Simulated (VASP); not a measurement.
Wanted: the native input for a VASP 6.6.1 run.

* Task: single point
* Functional: PBEsol
* Potentials or basis: VASP PAW PBE potentials, release 64 (Pb_d)
* Cutoff: 520 eV
* k mesh: 6 × 6 × 6
* Occupations: gaussian, width 0.1 eV
* Spin: no spin polarisation
* Dipole correction: no
* Further INCAR settings: ALGO = Normal; EDIFF = 1e-07; NBANDS = 21

The structure of Pb lies in POSCAR:

```
Pb
1.0
   -3.0799865891      3.0799865891      1.6801895393
    3.0799865891     -3.0799865891      1.6801895393
    3.0799865891      3.0799865891     -1.6801895393
Pb
2
Direct
    0.0000000000      0.0000000000      0.0000000000
    0.7500000000      0.2500000000      0.5000000000
```

These files were run (other wordings do the same):

INCAR

```
PREC     = Accurate       # precision mode
ENCUT    = 520            # plane-wave cutoff, eV
EDIFF    = 1E-7           # SCF threshold, eV
ISMEAR   = 0              # smearing method
SIGMA    = 0.1            # smearing width, eV
LREAL    = F              # projectors in reciprocal space
LASPH    = T              # aspherical terms in the spheres
NELM     = 100            # most SCF steps
ALGO     = Normal         # electronic algorithm
ISIF     = 2              # what is computed and relaxed
LWAVE    = F              # write WAVECAR
LCHARG   = T              # write CHGCAR
GGA      = PS             # functional
LELF     = T              # ELF
LVHAR    = T            
NBANDS   = 21             # bands
```

KPOINTS

```
Automatic mesh
0
Gamma
  6 6 6
```

Potentials or basis: VASP PAW PBE potentials, release 64 (Pb_d).

Run with:

```bash
$ cat potpaw_PBE.64/Pb_d/POTCAR > POTCAR
$ mpirun -np 1 vasp_std > vasp.out
```

Results of the run:

| Quantity | Value |
| --- | --- |
| Pressure | -1.0 GPa |
| Band gap on the k mesh | zero (band 14 reaches 7.29 eV, above the bottom of band 15 at 4.17 eV) |

Caveat: the PAW data sets were made with another functional, which shifts forces and pressure a little; spin-orbit coupling is left out, which moves the levels of the heavy elements.

It took 65 s on 1 thread of AMD EPYC 7R13 (shared host), peak memory 0.19 GiB.
